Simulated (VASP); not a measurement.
# ZrC (I4/mmm) in VASP: single point with PBEsol

Aim: the single point of ZrC with PBEsol.

All numbers are computed with VASP 6.6.1; they aren't measurements. Logs are shortened: lines on timing, memory, paths and dates and some standing lists are left out, and cuts for length are marked.

### 1 The cell of the first run

It takes space group I4/mmm (No. 139, tetragonal). Conventional cell: a = 3.058 Å, b = 3.058 Å, c = 5.076 Å, α = 90.00°, β = 90.00°, γ = 90.00°. Within 2.9 Å of Zr (site symmetry 4/mmm) lie 6 C at 2.16 to 2.54 Å. Within 2.9 Å of C (site symmetry 4/mmm) lie 6 Zr at 2.16 to 2.54 Å.

### 2 Single point, PBEsol (strain -0.080 along x and y, +0.080 along z)

INCAR reads:

```
PREC = Accurate ; ENCUT = 520
EDIFF = 1E-6 ; ISMEAR = 0
SIGMA = 0.15 ; LREAL = False
LASPH = True ; NELM = 80
ALGO = Normal ; ISIF = 2
LWAVE = False ; LCHARG = False
GGA = PS ; NBANDS = 15
```

KPOINTS reads:

```
regular mesh
0
Gamma
  18 18 18
```

POSCAR reads:

```
ZrC
1.0
    0.0000000000      2.1621932000      2.5382268000
    2.1621932000      0.0000000000      2.5382268000
    2.1621932000      2.1621932000      0.0000000000
Zr C
1 1
Direct
    0.5000000000      0.5000000000      0.5000000000
    0.0000000000      0.0000000000      0.0000000000
```

Potentials or basis: VASP PAW PBE potentials, release 64 (Zr_sv, C).

Launch:

```sh
$ cat potpaw_PBE.64/Zr_sv/POTCAR potpaw_PBE.64/C/POTCAR > POTCAR
$ mpirun -np 1 vasp_std > vasp.out
```

OUTCAR:

```text
PREC = Accurate
   ENCUT = 520
   EDIFF = 1E-6
   ISMEAR = 0
   LREAL = False
   LASPH = True
   NELM = 80
   ISIF = 2
   GGA = PS

 ion  position               nearest neighbor table
   1  0.500  0.500  0.500-   2 2.16   2 2.16   2 2.16   2 2.16   2 2.54   2 2.54
   2  0.000  0.000  0.000-   1 2.16   1 2.16   1 2.16   1 2.16   1 2.54   1 2.54

  LATTYP: Found a body centered tetragonal cell.
 ALAT       =     3.0578029479
 C/A-ratio  =     1.6601637471

  Lattice vectors:

 A1 = (  -2.1621932000,   0.0000000000,   2.5382268000)
 A2 = (   2.1621932000,   0.0000000000,   2.5382268000)
 A3 = (   0.0000000000,   2.1621932000,  -2.5382268000)

Analysis of symmetry for initial positions (statically):
=====================================================================
 Subroutine PRICEL returns:
 Original cell was already a primitive cell.

 Routine SETGRP: Setting up the symmetry group for a
 body centered tetragonal supercell.

 Subroutine GETGRP returns: Found 16 space group operations
 (whereof 16 operations were pure point group operations)
 out of a pool of 16 trial point group operations.

The static configuration has the point symmetry D_4h.

Analysis of symmetry for dynamics (positions and initial velocities):
=====================================================================
 Subroutine PRICEL returns:
 Original cell was already a primitive cell.

 Routine SETGRP: Setting up the symmetry group for a
 body centered tetragonal supercell.

 Subroutine GETGRP returns: Found 16 space group operations
 (whereof 16 operations were pure point group operations)
 out of a pool of 16 trial point group operations.

The dynamic configuration has the point symmetry D_4h.

 Subroutine INISYM returns: Found 16 space group operations
 (whereof 16 operations are pure point group operations),
 and found     1 'primitive' translations

----------------------------------------------------------------------------------------

                                     Primitive cell

  volume of cell :      23.7328

  direct lattice vectors                    reciprocal lattice vectors
     0.000000000  2.162193200  2.538226800    -0.231246680  0.231246680  0.196987913
     2.162193200  0.000000000  2.538226800     0.231246680 -0.231246680  0.196987913
     2.162193200  2.162193200  0.000000000     0.231246680  0.231246680 -0.196987913

  length of vectors
     3.334317730  3.334317730  3.057802948     0.381777805  0.381777805  0.381777805

  position of ions in fractional coordinates (direct lattice)
     0.500000000  0.500000000  0.500000000
     0.000000000  0.000000000  0.000000000

  ion indices of the primitive-cell ions
   primitive index   ion index
                 1           1
                 2           2

----------------------------------------------------------------------------------------

 KPOINTS: regular mesh

Automatic generation of k-mesh.
 Grid dimensions read from file:
 generate k-points for:   18   18   18

 Generating k-lattice:

  Cartesian coordinates                     Fractional coordinates (reciprocal lattice)
    -0.012847038  0.012847038  0.010943773     0.055555556  0.000000000  0.000000000
     0.012847038 -0.012847038  0.010943773     0.000000000  0.055555556  0.000000000
     0.012847038  0.012847038 -0.010943773     0.000000000  0.000000000  0.055555556

  Length of vectors
     0.021209878  0.021209878  0.021209878

  Shift w.r.t. Gamma in fractional coordinates (k-lattice)
     0.000000000  0.000000000  0.000000000

 Subroutine IBZKPT returns following result:
 ===========================================

 Found    480 irreducible k-points:

 Following reciprocal coordinates:
            Coordinates               Weight
  0.000000  0.000000  0.000000      1.000000
  0.055556  0.000000  0.000000      8.000000
  0.111111  0.000000  0.000000      8.000000
  0.166667  0.000000  0.000000      8.000000
  0.222222  0.000000  0.000000      8.000000
  0.277778  0.000000  0.000000      8.000000
[... 16 lines left out ...]
 -0.277778  0.055556  0.000000      8.000000
 -0.222222  0.055556  0.000000      8.000000
 [... further k-points ...]
   k-points           NKPTS =    480   k-points in BZ     NKDIM =    480   number of bands    NBANDS=     15
   number of dos      NEDOS =    301   number of ions     NIONS =      2
   total plane-waves  NPLWV =  18816
   dimension x,y,z NGX =    28 NGY =   28 NGZ =   24
   dimension x,y,z NGXF=    56 NGYF=   56 NGZF=   48
   ions per type =               1   1
   NGX,Y,Z   is equivalent  to a cutoff of  13.96, 13.96, 13.05 a.u.
   NGXF,Y,Z  is equivalent  to a cutoff of  27.92, 27.92, 26.10 a.u.
 SYSTEM =  unknown system
   PREC   = accura    normal or accurate (medium, high low for compatibility)
   ISTART =      0    job   : 0-new  1-cont  2-samecut
   ICHARG =      2    charge: 1-file 2-atom 10-const
   ISPIN  =      1    spin polarized calculation?
   LNONCOLLINEAR =      F non collinear calculations
   LSORBIT =      F    spin-orbit coupling
   LASPH  =      T    aspherical Exc in radial PAW
   ENCUT  =  520.0 eV  38.22 Ry    6.18 a.u.   6.20  6.20  5.69*2*pi/ulx,y,z
   NELM   =     80;   NELMIN=  2; NELMDL= -5     # of ELM steps
   EDIFF  = 0.1E-05   stopping-criterion for ELM
   LREAL  =      F    real-space projection
   EDIFFG = 0.1E-04   stopping-criterion for IOM
   NSW    =      0    number of steps for IOM
   IBRION =     -1    ionic relax: 0-MD 1-quasi-New 2-CG
   NFREE  =      0    steps in history (QN), initial steepest desc. (CG)
   ISIF   =      2    stress and relaxation
   ISYM   =      2    0-nonsym 1-usesym 2-fastsym
   POTIM  = 0.5000    time-step for ionic-motion
   TEBEG  =    0.0;   TEEND  =   0.0 temperature during run
   PSTRESS=    0.0 pullay stress
   NELECT =      16.0000    total number of electrons
   NUPDOWN=      -1.0000    fix difference up-down
   EMIN   =  10.00;   EMAX   =-10.00  energy-range for DOS
   EFERMI =   0.00;   METHOD = LEGACY
   ISMEAR =     0;   SIGMA  =   0.15  broadening in eV -4-tet -1-fermi 0-gaus
   EFERMI_NEDOS =   21; number of points for ismear=-14 and -15
   IALGO  =     38    algorithm
   IMIX   =      4    mixing-type and parameters
     AMIX     =   0.40;   BMIX     =  1.00
     AMIX_MAG =   1.60;   BMIX_MAG =  1.00
  volume/ion in A,a.u.               =      11.87        80.08
  Fermi-wavevector in a.u.,A,eV,Ry     =   1.435484  2.712671 28.036359  2.060614
  Thomas-Fermi vector in A             =   2.554777
   LORBIT       =      0    0 simple, 1 ext, 2 COOP (PROOUT), +10 PAW based schemes
   GGA     = PS    functional components
   LHFCALC =     F    Hartree Fock is set to
   AEXX    =    0.0000 exact exchange contribution
   IVDW    =     0    specifies the selected vdW correction
   LEPSILON=     F    determine dielectric tensor
   LRPA    =     F    only Hartree local field effects (RPA)
 non-spin polarized calculation
 Gauss-broadening in eV      SIGMA  =   0.15
  energy-cutoff  :      520.00
  volume of cell :       23.73
 maximum number of plane-waves:       650
 NGX is ok and might be reduce to    28
   NGX = 13   NGY = 13   NGZ = 11

 number of electron      16.0000000 magnetization

 Free energy of the ion-electron system (eV)
  ---------------------------------------------------
  ext. energy  EPLUGINS =         0.00000000
  ---------------------------------------------------
  free energy    TOTEN  =       -19.86105086 eV

  energy without entropy =      -19.85839906  energy(sigma->0) =      -19.85972496

 E-fermi :  10.6703     XC(G=0): -12.6798

 val. band max:       10.6587315423   @ k =   0.5000   0.4444   0.0556
 cond. band min:      10.6732732681   @ k =  -0.4444   0.5000   0.0556
 fundamental gap:      0.0145417258
 Fermi energy:        10.6703428314

 k-point     1 :       0.0000    0.0000    0.0000
  band No.  band energies     occupation
      1     -37.0019      2.00000
      2     -14.7983      2.00000
      3     -14.6387      2.00000
      4     -14.6387      2.00000
      5      -1.0327      2.00000
      6      10.5467      1.75638
      7      10.9363      0.01216
      8      11.6822      0.00000
      9      11.8747      0.00000
     10      11.8747      0.00000
     11      12.3915      0.00000
     12      12.3915      0.00000
     13      14.6315      0.00000
     14      20.2876      0.00000
     15      21.3608      0.00000

 k-point     2 :       0.0556    0.0000    0.0000
  band No.  band energies     occupation
      1     -36.9969      2.00000
      2     -14.8106      2.00000
      3     -14.6767      2.00000
      4     -14.6373      2.00000
      5      -0.9446      2.00000
      6      10.3698      1.99540
      7      10.3892      1.99196
      8      11.4429      0.00000
      9      11.6957      0.00000
     10      12.2880      0.00000
     11      12.4884      0.00000
     12      12.6929      0.00000
     13      15.1241      0.00000
     14      20.4331      0.00000
     15      21.5873      0.00000

 k-point     3 :       0.1111    0.0000    0.0000
  band No.  band energies     occupation
      1     -36.9825      2.00000
      2     -14.8700      2.00000
      3     -14.7600      2.00000
      4     -14.6335      2.00000
      5      -0.6891      2.00000
      6       9.5539      2.00000
      7       9.8994      2.00000
      8      10.6391      1.23170
      9      11.8359      0.00000
     10      12.6913      0.00000
     11      12.7047      0.00000
     12      13.5032      0.00000
     13      16.1920      0.00000
     14      20.8224      0.00000
     15      22.2206      0.00000
[... 343 lines left out ...]
 k-point    23 :      -0.2778    0.0556    0.0000
  band No.  band energies     occupation
      1     -36.8859      2.00000
      2     -15.5985      2.00000
      3     -14.9225      2.00000
      4     -14.5895      2.00000
      5       1.2196      2.00000
      6       6.8273      2.00000
      7       7.6961      2.00000
      8       7.9669      2.00000
      9      13.6217      0.00000
     10      13.9237      0.00000
     11      14.7856      0.00000
     12      16.3118      0.00000
     13      21.4803      0.00000
     14      21.5827      0.00000
     15      24.9049      0.00000

 k-point    24 :      -0.2222    0.0556    0.0000
  band No.  band energies     occupation
      1     -36.9141      2.00000
      2     -15.3886      2.00000
      3     -14.8876      2.00000
      4     -14.5958      2.00000
      5       0.6152      2.00000
      6       7.6634      2.00000
      7       8.1969      2.00000
      8       8.4844      2.00000
      9      13.0584      0.00000
     10      13.4446      0.00000
     11      13.9991      0.00000
     12      15.3406      0.00000
     13      20.1554      0.00000
     14      22.0208      0.00000
     15      24.4093      0.00000

 [... further k-points ...]
[... 5 lines left out ...]
  --------------------------------------------------------------------------------------
  -------------------------------------------------------------------------------------
  Total        8.4660795      8.4660795     -2.7314943      0.0000000      0.0000000     -0.0000000
  in kB      571.5358924    571.5358924   -184.4002324      0.0000000      0.0000000     -0.0000000
  external PRESSURE =     319.5571841 kB  Pullay stress =       0.0000000 kB

 VOLUME and BASIS-vectors are now :
 -----------------------------------------------------------------------------
  energy-cutoff  :      520.00
  volume of cell :       23.73
      direct lattice vectors                 reciprocal lattice vectors
     0.000000000  2.162193200  2.538226800    -0.231246680  0.231246680  0.196987913
     2.162193200  0.000000000  2.538226800     0.231246680 -0.231246680  0.196987913
     2.162193200  2.162193200  0.000000000     0.231246680  0.231246680 -0.196987913

 POSITION                                       TOTAL-FORCE (eV/Angst)
 -----------------------------------------------------------------------------------
      2.16219      2.16219      2.53823        -0.000000      0.000000      0.000000
      0.00000      0.00000      0.00000         0.000000     -0.000000      0.000000
 -----------------------------------------------------------------------------------
    total drift:                                0.000000      0.000000      0.000000

  FREE ENERGIE OF THE ION-ELECTRON SYSTEM (eV)
  ---------------------------------------------------
  free  energy   TOTEN  =       -19.8610508567 eV

  energy  without entropy=      -19.8583990612  energy(sigma->0) =      -19.85972496
```

Run time: 2.1 min. Hardware: 1 thread of Intel Xeon Platinum 8375C at 2.90GHz (Ice Lake), shared host; peak memory 0.29 GiB.

What came out:

```yaml
Free_energy: -19.8611 eV
Pressure: 32.0 GPa
Band_gap_on_the_k_mesh: zero (band 8 reaches 11.68 eV, above the bottom of band 9 at 10.17 eV)
```

Stress tensor (GPa, compression positive):
```
 57.15   0.00   0.00
  0.00  57.15   0.00
  0.00   0.00 -18.44
```

Caveat: the cell differs from its parent crystal (strain -0.080 along x and y, +0.080 along z); the PAW data sets were made with another functional, which shifts forces and pressure a little.
